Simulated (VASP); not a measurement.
# Pd (Im-3m) in VASP: settings compared

The runs below take Pd through single point, with PBE0, HSE06.

All numbers are computed with VASP 6.6.1; they aren't measurements. Logs are shortened: lines on timing, memory, paths and dates and some standing lists are left out, and cuts for length are marked.

### 1 The cell of the first run

It takes space group Im-3m (No. 229, cubic). The conventional cell has a = 3.206 Å, b = 3.206 Å, c = 3.206 Å, α = 90.00°, β = 90.00°, γ = 90.00°. Pd (site symmetry m-3m) has 14 Pd at 2.78 to 3.21 Å within 3.7 Å.

This isn't the form of Pd at room conditions, which is fcc.

### 2 Single point, PBE0

Input file POSCAR:

```
Pd
1.0
   -1.6031178681      1.6031178681      1.6031178681
    1.6031178681     -1.6031178681      1.6031178681
    1.6031178681      1.6031178681     -1.6031178681
Pd
1
Direct
    0.0000000000      0.0000000000      0.0000000000
```

Input file INCAR.step1:

```
ALGO = Normal
EDIFF = 1E-5
ENCUT = 520
GGA = PE
ISIF = 2
ISMEAR = -1
LASPH = T
LCHARG = F
LREAL = F
LWAVE = T
NBANDS = 11
NELM = 100
PREC = Accurate
SIGMA = 0.05
```

Input file INCAR.step2:

```
AEXX = 0.25
ALGO = Normal
EDIFF = 1E-6
ENCUT = 520
GGA = PE
ISIF = 2
ISMEAR = -1
ISTART = 1
LASPH = T
LCHARG = F
LHFCALC = T
LREAL = F
LWAVE = F
NBANDS = 11
NELM = 100
PREC = Accurate
PRECFOCK = Normal
SIGMA = 0.05
```

Input file KPOINTS:

```
k-points
0
Gamma
  6 6 6
```

Potentials or basis: VASP PAW PBE potentials, release 64 (Pd).

Command:

```sh
cat potpaw_PBE.64/Pd/POTCAR > POTCAR
cp INCAR.step1 INCAR
mpirun -np 1 vasp_std > vasp.out
cp INCAR.step2 INCAR
mpirun -np 1 vasp_std > vasp.out
```

OUTCAR:

```text
AEXX = 0.25
   EDIFF = 1E-6
   ENCUT = 520
   GGA = PE
   ISIF = 2
   ISMEAR = -1
   ISTART = 1
   LASPH = T
   LHFCALC = T
   LREAL = F
   NELM = 100
   PREC = Accurate
   PRECFOCK = Normal

 ion  position               nearest neighbor table
   1  0.000  0.000  0.000-

  LATTYP: Found a body centered cubic cell.
 ALAT       =     3.2062357362

  Lattice vectors:

 A1 = (  -1.6031178681,   1.6031178681,   1.6031178681)
 A2 = (   1.6031178681,  -1.6031178681,   1.6031178681)
 A3 = (   1.6031178681,   1.6031178681,  -1.6031178681)

Analysis of symmetry for initial positions (statically):
=====================================================================
 Subroutine PRICEL returns:
 Original cell was already a primitive cell.

 Routine SETGRP: Setting up the symmetry group for a
 body centered cubic supercell.

 Subroutine GETGRP returns: Found 48 space group operations
 (whereof 48 operations were pure point group operations)
 out of a pool of 48 trial point group operations.

The static configuration has the point symmetry O_h .

Analysis of symmetry for dynamics (positions and initial velocities):
=====================================================================
 Subroutine PRICEL returns:
 Original cell was already a primitive cell.

 Routine SETGRP: Setting up the symmetry group for a
 body centered cubic supercell.

 Subroutine GETGRP returns: Found 48 space group operations
 (whereof 48 operations were pure point group operations)
 out of a pool of 48 trial point group operations.

The dynamic configuration has the point symmetry O_h .

 Subroutine INISYM returns: Found 48 space group operations
 (whereof 48 operations are pure point group operations),
 and found     1 'primitive' translations

----------------------------------------------------------------------------------------

                                     Primitive cell

  volume of cell :      16.4800

  direct lattice vectors                    reciprocal lattice vectors
    -1.603117868  1.603117868  1.603117868     0.000000000  0.311892226  0.311892226
     1.603117868 -1.603117868  1.603117868     0.311892226  0.000000000  0.311892226
     1.603117868  1.603117868 -1.603117868     0.311892226  0.311892226  0.000000000

  length of vectors
     2.776681598  2.776681598  2.776681598     0.441082216  0.441082216  0.441082216

  position of ions in fractional coordinates (direct lattice)
     0.000000000  0.000000000  0.000000000

[... 80 lines left out ...]
   EFERMI =   0.00;   METHOD = LEGACY
   ISMEAR =    -1;   SIGMA  =   0.05  broadening in eV -4-tet -1-fermi 0-gaus
   EFERMI_NEDOS =   21; number of points for ismear=-14 and -15
   IALGO  =     38    algorithm
   IMIX   =      1    mixing-type and parameters
     AMIX     =   0.40;   BMIX     =  1.00
     AMIX_MAG =   1.60;   BMIX_MAG =  1.00
  volume/ion in A,a.u.               =      16.48       111.21
  Fermi-wavevector in a.u.,A,eV,Ry     =   1.385977  2.619117 26.135873  1.920932
  Thomas-Fermi vector in A             =   2.510336
   LORBIT       =      0    0 simple, 1 ext, 2 COOP (PROOUT), +10 PAW based schemes
   GGA     = PE    functional components
   LHFCALC =     T    Hartree Fock is set to
   PRECFOCK=normal    Normal, Fast or Accurate (Low or Medium for compatibility)
   ENCUT4O =  -1.0   cutoff for four orbital integrals eV
   NKREDX  =     1    reduce k-point grid by
   NKREDY  =     1    reduce k-point grid by
   NKREDZ  =     1    reduce k-point grid by
   AEXX    =    0.2500 exact exchange contribution
   HFSCREEN=    0.0000 screening length (either q_TF or 0.3 A-1)
   HFSCREENC=   0.0000 screening length for correlation (either q_TF or 0.3 A-1)
   ENCUTFOCK=  -1.0 apply spherical cutoff to Coloumb kernel
   IVDW    =     0    specifies the selected vdW correction
   LEPSILON=     F    determine dielectric tensor
   LRPA    =     F    only Hartree local field effects (RPA)
 non-spin polarized calculation
  energy-cutoff  :      520.00
  volume of cell :       16.48
 maximum number of plane-waves:       466
 NGX is ok and might be reduce to    24
  NGX = 16; NGY = 16; NGZ = 16

 number of electron       9.9999998 magnetization

 Free energy of the ion-electron system (eV)
  ---------------------------------------------------
  ext. energy  EPLUGINS =         0.00000000
  ---------------------------------------------------
  free energy    TOTEN  =        -6.47010914 eV

  energy without entropy =       -6.46692059  energy(sigma->0) =       -6.46851486

 E-fermi :   7.2558     XC(G=0):  -9.7853

 val. band max:        6.6696974726   @ k =   0.1667   0.1667   0.0000
 cond. band min:       7.3757075396   @ k =  -0.3333   0.5000   0.1667
 fundamental gap:      0.7060100670
 Fermi energy:         7.2558175643

 k-point     1 :       0.0000    0.0000    0.0000
  band No.  band energies     occupation
      1       0.3217      2.00000
      2       3.9060      2.00000
      3       3.9060      2.00000
      4       3.9060      2.00000
      5       5.5028      2.00000
      6       5.5028      2.00000
      7      28.3853      0.00000
      8      28.3853      0.00000
      9      28.3853      0.00000
     10      35.9765      0.00000
     11      35.9765      0.00000
[... 197 lines left out ...]
 k-point    16 :       0.5000    0.5000    0.5000
  band No.  band energies     occupation
      1       1.7003      2.00000
      2       1.7003      2.00000
      3       7.8672      0.00001
      4       7.8672      0.00001
      5       7.8672      0.00001
      6      17.8848      0.00000
      7      17.8848      0.00000
      8      17.8848      0.00000
      9      25.6829      0.00000
     10      25.7183      0.00000
     11      25.7183      0.00000

------------------------ aborting loop because EDIFF is reached ----------------------------------------

  FORCE on cell =-STRESS in cart. coord.  units (eV):
  Direction    XX          YY          ZZ          XY          YZ          ZX
  --------------------------------------------------------------------------------------
  -------------------------------------------------------------------------------------
  Total       -1.4212700     -1.4212700     -1.4212700     -0.0000000     -0.0000000      0.0000000
  in kB     -138.1754304   -138.1754304   -138.1754304     -0.0000000     -0.0000000      0.0000000
  external PRESSURE =    -138.1754304 kB  Pullay stress =       0.0000000 kB

 VOLUME and BASIS-vectors are now :
 -----------------------------------------------------------------------------
  energy-cutoff  :      520.00
  volume of cell :       16.48
      direct lattice vectors                 reciprocal lattice vectors
    -1.603117868  1.603117868  1.603117868     0.000000000  0.311892226  0.311892226
     1.603117868 -1.603117868  1.603117868     0.311892226  0.000000000  0.311892226
     1.603117868  1.603117868 -1.603117868     0.311892226  0.311892226  0.000000000

 POSITION                                       TOTAL-FORCE (eV/Angst)
 -----------------------------------------------------------------------------------
      0.00000      0.00000      0.00000        -0.000000     -0.000000      0.000000
 -----------------------------------------------------------------------------------
    total drift:                                0.000000     -0.000000     -0.000000

  FREE ENERGIE OF THE ION-ELECTRON SYSTEM (eV)
  ---------------------------------------------------
  free  energy   TOTEN  =        -6.4701091368 eV

  energy  without entropy=       -6.4669205856  energy(sigma->0) =       -6.46851486
```

OSZICAR.step1:

```text
N       E                     dE             d eps       ncg     rms          rms(c)
DAV:   1     0.430443352699E+02    0.43044E+02   -0.52751E+03   360   0.851E+02
DAV:   2    -0.477620682242E+01   -0.47821E+02   -0.46056E+02   391   0.178E+02
DAV:   3    -0.539198507002E+01   -0.61578E+00   -0.61547E+00   420   0.217E+01
DAV:   4    -0.539548755085E+01   -0.35025E-02   -0.35021E-02   429   0.166E+00
DAV:   5    -0.539553070183E+01   -0.43151E-04   -0.43151E-04   428   0.164E-01    0.553E+00
DAV:   6    -0.516334386666E+01    0.23219E+00   -0.99259E-01   421   0.807E+00    0.268E+00
DAV:   7    -0.515713282943E+01    0.62110E-02   -0.68256E-03   446   0.696E-01    0.149E+00
DAV:   8    -0.515476023941E+01    0.23726E-02   -0.84729E-04   415   0.220E-01    0.612E-02
DAV:   9    -0.515475694785E+01    0.32916E-05   -0.99152E-06   409   0.278E-02
   1 F= -.51547569E+01 E0= -.51475648E+01  d E =-.143843E-01
```

Run time: 6 min. Hardware: 1 thread of Intel Xeon Platinum 8259CL at 2.50GHz (Skylake/Cascade Lake), shared host; peak memory 0.15 GiB.

Results:

```yaml
Free_energy: -6.4701 eV
Pressure: -13.8 GPa
Band_gap_on_the_k_mesh: zero (bands 5 and 6 overlap by 2.67 eV)
```

Levels at points of the mesh, in eV from the Fermi level:
| k point | band 2 | band 3 | band 4 | band 5 | band 6 | band 7 | band 8 | band 9 |
| --- | --- | --- | --- | --- | --- | --- | --- | --- |
| (0.00, 0.00, 0.00) | -3.35 | -3.35 | -3.35 | -1.75 | -1.75 | 21.13 | 21.13 | 21.13 |
| (0.50, 0.00, 0.00) | -4.43 | -1.71 | -1.45 | 0.92 | 2.68 | 8.91 | 16.77 | 18.99 |
| (0.50, 0.50, 0.50) | -5.56 | 0.61 | 0.61 | 0.61 | 10.63 | 10.63 | 10.63 | 18.43 |

Caveat: the k points lie up to 0.46 Å⁻¹ apart, too coarse for converged energies and pressures of a metal; the PAW data sets were made with another functional, which shifts forces and pressure a little.

### 3 Single point, HSE06

This run uses another cell than the first one, of 15.55 Å³/atom.

Input file POSCAR:

```
Pd
1.0
   -1.5722810000      1.5722810000      1.5722810000
    1.5722810000     -1.5722810000      1.5722810000
    1.5722810000      1.5722810000     -1.5722810000
Pd
1
Direct
    0.0000000000      0.0000000000      0.0000000000
```

Input file INCAR.step1:

```
SYSTEM = Pd
ALGO = Normal
EDIFF = 1E-5
ENCUT = 520
GGA = PE
ISIF = 2
ISMEAR = -1
LASPH = .True.
LCHARG = .False.
LREAL = .False.
LWAVE = .True.
NBANDS = 11
NELM = 60
PREC = Accurate
SIGMA = 0.05
```

Input file INCAR.step2:

```
SYSTEM = Pd
ALGO = Normal
EDIFF = 1E-6
ENCUT = 520
GGA = PE
HFSCREEN = 0.2079
ISIF = 2
ISMEAR = -1
ISTART = 1
LASPH = .True.
LCHARG = .False.
LHFCALC = .True.
LREAL = .False.
LWAVE = .False.
NBANDS = 11
NELM = 60
PREC = Accurate
PRECFOCK = Normal
SIGMA = 0.05
```

Input file KPOINTS:

```
k-points
0
Gamma
  8 8 8
  0 0 0
```

Potentials or basis: VASP PAW PBE potentials, release 64 (Pd).

Command:

```sh
cat potpaw_PBE.64/Pd/POTCAR > POTCAR
cp INCAR.step1 INCAR
mpirun -np 1 vasp_std > vasp.out
cp INCAR.step2 INCAR
mpirun -np 1 vasp_std > vasp.out
```

Wall time 23 min (1 thread of Intel Xeon Platinum 8375C at 2.90GHz (Ice Lake), shared host); peak memory 0.24 GiB.

The run converged. Its results:

```
Free energy            : -5.9507 eV
Pressure               : -4.4 GPa
Band gap on the k mesh : zero (bands 5 and 6 overlap by 2.14 eV)
```

Levels at points of the mesh, in eV from the Fermi level:
```csv
k point,band 2,band 3,band 4,band 5,band 6,band 7,band 8,band 9
"(0.00, 0.00, 0.00)",-3.17,-3.17,-3.17,-1.44,-1.44,20.83,20.83,20.83
"(0.50, 0.00, 0.00)",-4.41,-1.41,-1.12,0.71,2.19,8.97,16.48,19.12
"(0.50, 0.50, 0.50)",-5.64,0.26,0.26,0.26,10.38,10.38,10.38,18.72
```

Caveat: the cell stands under tension; the PAW data sets were made with another functional, which shifts forces and pressure a little.
